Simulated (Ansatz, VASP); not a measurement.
LiF in VASP and in Ansatz

```
Li F
1.0
     0.00000    2.03414    2.01400
     2.01400    0.00000    2.01400
     2.01400    2.03414    0.00000
Li F
1 1
Direct
  0.00000 0.00000 0.00000
  0.50000 0.50000 0.50000
```

Change from the starting cell: strain +0.0100 x Voigt [0, 1, 0, 0, 0, 0], atoms carried along.

Alike in both runs: task single point; functional LDA; k mesh 10 × 10 × 10; occupations gaussian, width 0.05 eV; no spin polarisation.

```csv
,VASP,Ansatz
version,VASP 6.6.1,Ansatz 0.2.0
potentials or method,"VASP PAW LDA potentials, release 64 (Li_sv, F), cutoff 520 eV","scalar-relativistic, plane waves, PAW"
valence electrons in the cell,10,10
```

Ansatz gave:

| Item | Value |
| --- | --- |
| gap on the k mesh at the Fermi level (eV) | 8.74 |
| least direct gap on the mesh (eV) | 8.74 |

Q: Estimate VASP's values.

A: gap on the k mesh at the Fermi level (eV): 8.73; least direct gap on the mesh (eV): 8.73.

LDA's correlation is that of Perdew and Zunger in VASP and of Perdew and Wang (1992) in Ansatz.

Noted on VASP's run: the cutoff is short for stress, so the pressure is rough.
